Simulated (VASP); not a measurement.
# AlN (P6_3/mmc) in VASP: settings compared

The runs below take AlN through single point, with PBEsol, PBE.

All numbers are computed with VASP 6.6.1; they aren't measurements. Logs are shortened: lines on timing, memory, paths and dates and some standing lists are left out, and cuts for length are marked.

### 1 The cell of the first run

It takes space group P6_3/mmc (No. 194, hexagonal). Conventional cell: a = 2.833 Å, b = 2.833 Å, c = 4.841 Å, α = 90.00°, β = 90.00°, γ = 120.00°. Al (site symmetry -3m) has 6 N at 2.03 Å and 2 Al at 2.42 Å within 2.7 Å. Within 2.7 Å of N (site symmetry -6m2) lie 6 Al at 2.03 Å.

### 2 Single point, PBEsol

INCAR reads:

```
ALGO     = Normal         # electronic algorithm
EDIFF    = 1E-6           # SCF threshold, eV
ENCUT    = 520            # plane-wave cutoff, eV
GGA      = PS             # functional
ISIF     = 2              # what is computed and relaxed
ISMEAR   = 0              # smearing method
LASPH    = T              # aspherical terms in the spheres
LCHARG   = F              # write CHGCAR
LREAL    = F              # projectors in reciprocal space
LWAVE    = F              # write WAVECAR
NBANDS   = 16             # bands
NELM     = 80             # most SCF steps
PREC     = Accurate       # precision mode
SIGMA    = 0.01           # smearing width, eV
```

KPOINTS reads:

```
k-points
0
Gamma
  6 6 4
```

POSCAR reads:

```
AlN
1.0
    2.8328531146      0.0000000000      0.0000000000
   -1.4164265573      2.4533227624      0.0000000000
    0.0000000000      0.0000000000      4.8410108389
Al N
2 2
Direct
    0.0000000000      0.0000000000      0.0000000000
    0.0000000000      0.0000000000      0.5000000000
    0.3333333333      0.6666666667      0.2500000000
    0.6666666667      0.3333333333      0.7500000000
```

Potentials or basis: VASP PAW PBE potentials, release 64 (Al, N).

The run is started by

```bash
$ cat potpaw_PBE.64/Al/POTCAR potpaw_PBE.64/N/POTCAR > POTCAR
$ mpirun -np 1 vasp_std > vasp.out
```

OUTCAR:

```text
EDIFF = 1E-6
   ENCUT = 520
   GGA = PS
   ISIF = 2
   ISMEAR = 0
   LASPH = T
   LREAL = F
   NELM = 80
   PREC = Accurate

 ion  position               nearest neighbor table
   1  0.000  0.000  0.000-   3 2.03   4 2.03   3 2.03   4 2.03   4 2.03   3 2.03   2 2.42   2 2.42

   2  0.000  0.000  0.500-   3 2.03   4 2.03   3 2.03   4 2.03   4 2.03   3 2.03   1 2.42   1 2.42

   3  0.333  0.667  0.250-   1 2.03   2 2.03   1 2.03   2 2.03   1 2.03   2 2.03
   4  0.667  0.333  0.750-   1 2.03   2 2.03   1 2.03   2 2.03   1 2.03   2 2.03

  LATTYP: Found a hexagonal cell.
 ALAT       =     2.8328531146
 C/A-ratio  =     1.7088816974

  Lattice vectors:

 A1 = (   2.8328531146,   0.0000000000,   0.0000000000)
 A2 = (  -1.4164265573,   2.4533227624,   0.0000000000)
 A3 = (   0.0000000000,   0.0000000000,   4.8410108389)

Analysis of symmetry for initial positions (statically):
=====================================================================
 Subroutine PRICEL returns:
 Original cell was already a primitive cell.

 Routine SETGRP: Setting up the symmetry group for a
 hexagonal supercell.

 Subroutine GETGRP returns: Found 24 space group operations
 (whereof 12 operations were pure point group operations)
 out of a pool of 24 trial point group operations.

The static configuration has the point symmetry D_3d.
 The point group associated with its full space group is D_6h.

Analysis of symmetry for dynamics (positions and initial velocities):
=====================================================================
 Subroutine PRICEL returns:
 Original cell was already a primitive cell.

 Routine SETGRP: Setting up the symmetry group for a
 hexagonal supercell.

 Subroutine GETGRP returns: Found 24 space group operations
 (whereof 12 operations were pure point group operations)
 out of a pool of 24 trial point group operations.

The dynamic configuration has the point symmetry D_3d.
 The point group associated with its full space group is D_6h.

 Subroutine INISYM returns: Found 24 space group operations
 (whereof 12 operations are pure point group operations),
 and found     1 'primitive' translations

[... 88 lines left out ...]
   ISPIN  =      1    spin polarized calculation?
   LNONCOLLINEAR =      F non collinear calculations
   LSORBIT =      F    spin-orbit coupling
   LASPH  =      T    aspherical Exc in radial PAW
   ENCUT  =  520.0 eV  38.22 Ry    6.18 a.u.   5.27  5.27  9.00*2*pi/ulx,y,z
   NELM   =     80;   NELMIN=  2; NELMDL= -5     # of ELM steps
   EDIFF  = 0.1E-05   stopping-criterion for ELM
   LREAL  =      F    real-space projection
   EDIFFG = 0.1E-04   stopping-criterion for IOM
   NSW    =      0    number of steps for IOM
   IBRION =     -1    ionic relax: 0-MD 1-quasi-New 2-CG
   NFREE  =      0    steps in history (QN), initial steepest desc. (CG)
   ISIF   =      2    stress and relaxation
   ISYM   =      2    0-nonsym 1-usesym 2-fastsym
   POTIM  = 0.5000    time-step for ionic-motion
   TEBEG  =    0.0;   TEEND  =   0.0 temperature during run
   PSTRESS=    0.0 pullay stress
   NELECT =      16.0000    total number of electrons
   NUPDOWN=      -1.0000    fix difference up-down
   EMIN   =  10.00;   EMAX   =-10.00  energy-range for DOS
   EFERMI =   0.00;   METHOD = LEGACY
   ISMEAR =     0;   SIGMA  =   0.01  broadening in eV -4-tet -1-fermi 0-gaus
   EFERMI_NEDOS =   21; number of points for ismear=-14 and -15
   IALGO  =     38    algorithm
   IMIX   =      4    mixing-type and parameters
     AMIX     =   0.40;   BMIX     =  1.00
     AMIX_MAG =   1.60;   BMIX_MAG =  1.00
  volume/ion in A,a.u.               =       8.41        56.76
  Fermi-wavevector in a.u.,A,eV,Ry     =   1.277840  2.414768 22.216622  1.632876
  Thomas-Fermi vector in A             =   2.410417
   LORBIT       =      0    0 simple, 1 ext, 2 COOP (PROOUT), +10 PAW based schemes
   GGA     = PS    functional components
   LHFCALC =     F    Hartree Fock is set to
   AEXX    =    0.0000 exact exchange contribution
   IVDW    =     0    specifies the selected vdW correction
   LEPSILON=     F    determine dielectric tensor
   LRPA    =     F    only Hartree local field effects (RPA)
 non-spin polarized calculation
 Gauss-broadening in eV      SIGMA  =   0.01
  energy-cutoff  :      520.00
  volume of cell :       33.64
 maximum number of plane-waves:       920
 NGX is ok and might be reduce to    24
   NGX = 11   NGY = 11   NGZ = 19

 number of electron      15.9999999 magnetization

 Free energy of the ion-electron system (eV)
  ---------------------------------------------------
  ext. energy  EPLUGINS =         0.00000000
  ---------------------------------------------------
  free energy    TOTEN  =       -30.22971697 eV

  energy without entropy =      -30.22971697  energy(sigma->0) =      -30.22971697

 E-fermi :   9.8343     XC(G=0): -12.3488

 val. band max:        9.7276107142   @ k =   0.0000   0.0000   0.0000
 cond. band min:      14.6497821740   @ k =   0.5000   0.0000   0.2500
 fundamental gap:      4.9221714598
 Fermi energy:         9.8342669584

 k-point     1 :       0.0000    0.0000    0.0000
  band No.  band energies     occupation
      1      -7.7840      2.00000
      2      -4.8221      2.00000
      3       1.0687      2.00000
      4       8.8607      2.00000
      5       8.8607      2.00000
      6       9.1692      2.00000
[... 376 lines left out ...]
      3       3.3620      2.00000
      4       3.3620      2.00000
      5       3.5158      2.00000
      6       3.5158      2.00000
[... 8 lines left out ...]
     15      21.9360      0.00000
     16      21.9360      0.00000

------------------------ aborting loop because EDIFF is reached ----------------------------------------

  FORCE on cell =-STRESS in cart. coord.  units (eV):
  Direction    XX          YY          ZZ          XY          YZ          ZX
  --------------------------------------------------------------------------------------
  -------------------------------------------------------------------------------------
  Total        0.1463006      0.1463006      0.5288675      0.0000000      0.0000000      0.0000000
  in kB        6.9669363      6.9669363     25.1850405      0.0000000      0.0000000      0.0000000
  external PRESSURE =      13.0396377 kB  Pullay stress =       0.0000000 kB

 VOLUME and BASIS-vectors are now :
 -----------------------------------------------------------------------------
  energy-cutoff  :      520.00
  volume of cell :       33.64
      direct lattice vectors                 reciprocal lattice vectors
     2.832853115  0.000000000  0.000000000     0.353001006  0.203805226  0.000000000
    -1.416426557  2.453322762  0.000000000     0.000000000  0.407610452  0.000000000
     0.000000000  0.000000000  4.841010839     0.000000000  0.000000000  0.206568428

 POSITION                                       TOTAL-FORCE (eV/Angst)
 -----------------------------------------------------------------------------------
      0.00000      0.00000      0.00000         0.000000      0.000000     -0.000000
      0.00000      0.00000      2.42051        -0.000000      0.000000     -0.000000
     -0.00000      1.63555      1.21025         0.000000     -0.000000      0.000000
      1.41643      0.81777      3.63076        -0.000000      0.000000      0.000000
 -----------------------------------------------------------------------------------
    total drift:                               -0.000000      0.000000     -0.000000

  FREE ENERGIE OF THE ION-ELECTRON SYSTEM (eV)
  ---------------------------------------------------
  free  energy   TOTEN  =       -30.2297169702 eV

  energy  without entropy=      -30.2297169702  energy(sigma->0) =      -30.22971697
```

OSZICAR:

```text
N       E                     dE             d eps       ncg     rms          rms(c)
DAV:   1     0.368483737446E+02    0.36848E+02   -0.74131E+03   688   0.896E+02
DAV:   2    -0.305125151441E+02   -0.67361E+02   -0.62610E+02   960   0.191E+02
DAV:   3    -0.332297754326E+02   -0.27173E+01   -0.27083E+01   832   0.391E+01
DAV:   4    -0.332440029670E+02   -0.14228E-01   -0.14226E-01   856   0.311E+00
DAV:   5    -0.332441584586E+02   -0.15549E-03   -0.15549E-03   792   0.332E-01    0.100E+01
DAV:   6    -0.302935192072E+02    0.29506E+01   -0.56460E+00   824   0.181E+01    0.373E+00
DAV:   7    -0.302598125492E+02    0.33707E-01   -0.42051E-01   784   0.488E+00    0.256E+00
DAV:   8    -0.302324144142E+02    0.27398E-01   -0.42312E-02   736   0.172E+00    0.531E-01
DAV:   9    -0.302296541913E+02    0.27602E-02   -0.59293E-03   824   0.623E-01    0.209E-01
DAV:  10    -0.302297797733E+02   -0.12558E-03   -0.81330E-04   824   0.201E-01    0.137E-01
DAV:  11    -0.302297174967E+02    0.62277E-04   -0.11861E-04   824   0.815E-02    0.209E-02
DAV:  12    -0.302297169702E+02    0.52645E-06   -0.51262E-06   816   0.189E-02
   1 F= -.30229717E+02 E0= -.30229717E+02  d E =-.309428E-53
```

Wall time 8.3 s (1 thread of Intel Xeon Platinum 8488C (Sapphire Rapids), shared host); peak memory 0.14 GiB.

Results:

```
Free energy            : -30.2297 eV
Pressure               : 1.3 GPa
Band gap on the k mesh : 4.92 eV, indirect (least direct gap 5.17 eV)
```

Caveat: the k points lie up to 0.43 Å⁻¹ apart; the PAW data sets were made with another functional, which shifts forces and pressure a little.

### 3 Single point, PBE

INCAR reads:

```
SYSTEM = AlN
ALGO = Normal ; EDIFF = 1E-6
ENCUT = 520 ; GGA = PE
ISIF = 2 ; ISMEAR = 0
LASPH = .True. ; LCHARG = .False.
LREAL = .False. ; LWAVE = .False.
NBANDS = 16 ; NELM = 60
PREC = Accurate ; SIGMA = 0.01
```

KPOINTS reads:

```
k-points
0
Gamma
  9 9 4
  0 0 0
```

POSCAR is that of step 2.

Potentials or basis: VASP PAW PBE potentials, release 64 (Al, N).

The run is started by

```bash
$ cat potpaw_PBE.64/Al/POTCAR potpaw_PBE.64/N/POTCAR > POTCAR
$ mpirun -np 1 vasp_std > vasp.out
```

It took 15 s on 1 thread of Intel Xeon Platinum 8488C (Sapphire Rapids), shared host; peak memory 0.15 GiB.

Results (log left out):

```yaml
Free_energy: -28.4419 eV
Pressure: 6.0 GPa
Band_gap_on_the_k_mesh: 5.09 eV, indirect (least direct gap 5.18 eV)
```

Stress tensor (GPa, compression positive):
```
5.48 0.00 0.00
0.00 5.48 0.00
0.00 0.00 6.92
```

Levels at points of the mesh, in eV from the valence-band top:
| k point | band 5 | band 6 | band 7 | band 8 | band 9 | band 10 | band 11 | band 12 |
| --- | --- | --- | --- | --- | --- | --- | --- | --- |
| (0.00, 0.00, 0.00) | -0.85 | -0.56 | 0.00 | 0.00 | 5.18 | 6.38 | 8.98 | 12.44 |
| (0.00, 0.00, 0.50) | -0.44 | -0.44 | -0.44 | -0.44 | 6.64 | 6.64 | 10.43 | 10.43 |

A k mesh can miss the band edges.

### 4 Single point, PBE

INCAR reads:

```
  PREC = Accurate
  ENCUT = 520
  EDIFF = 1E-6
  ISMEAR = 0
  SIGMA = 0.01
  LREAL = False
  LASPH = True
  NELM = 100
  ALGO = Normal
  ISIF = 2
  LWAVE = False
  LCHARG = False
  GGA = PE
  NBANDS = 16
```

KPOINTS reads:

```
regular mesh
0
Gamma
  12 12 6
```

POSCAR is that of step 3.

The run is started by

```bash
$ cat potpaw_PBE.64/Al/POTCAR potpaw_PBE.64/N/POTCAR > POTCAR
$ mpirun -np 1 vasp_std > vasp.out
```

Wall time 19 s (1 thread of Intel Xeon Platinum 8488C (Sapphire Rapids), shared host); peak memory 0.16 GiB.

The run converged. Its results:

```yaml
Free_energy: -28.4419 eV
Pressure: 6.0 GPa
Band_gap_on_the_k_mesh: 4.91 eV, indirect (least direct gap 5.18 eV)
```

Stress tensor (GPa, compression positive):
```
5.48 0.00 0.00
0.00 5.48 0.00
0.00 0.00 6.92
```

Levels at points of the mesh, in eV from the valence-band top:
| k point | band 4 | band 5 | band 6 | band 7 | band 8 | band 9 | band 10 | band 11 | band 12 | band 13 |
| --- | --- | --- | --- | --- | --- | --- | --- | --- | --- | --- |
| (0.00, 0.00, 0.00) | -0.85 | -0.85 | -0.56 | 0.00 | 0.00 | 5.18 | 6.38 | 8.98 | 12.44 | 12.44 |
| (0.50, 0.00, 0.00) | -6.20 | -5.04 | -3.07 | -2.56 | -1.10 | 5.36 | 6.37 | 6.65 | 10.84 | 10.97 |
| (0.00, 0.00, 0.50) | -4.90 | -0.44 | -0.44 | -0.44 | -0.44 | 6.64 | 6.64 | 10.43 | 10.43 | 11.95 |
| (0.50, 0.00, 0.50) | -7.77 | -2.68 | -2.68 | -1.91 | -1.91 | 5.64 | 5.64 | 7.13 | 7.13 | 12.90 |

A k mesh can miss the band edges.

### 5 The runs side by side

| level | k mesh | gap on the mesh (eV) | pressure (GPa) |
| --- | --- | --- | --- |
| PBEsol | 6 × 6 × 4 | 4.92 | 1.3 |
| PBE | 9 × 9 × 4 | 5.09 | 6.0 |
| PBE | 12 × 12 × 6 | 4.91 | 6.0 |

Alike in all rows: task single point; potentials or basis VASP PAW PBE potentials, release 64 (Al, N); no spin polarisation; cell as given; cutoff (eV) 520; smearing gaussian 0.01 eV.

Caveats: some runs use coarse meshes; the PAW data sets were made with another functional, which shifts forces and pressure a little (some runs).

Absolute energies hang on the potentials; compare differences alone.
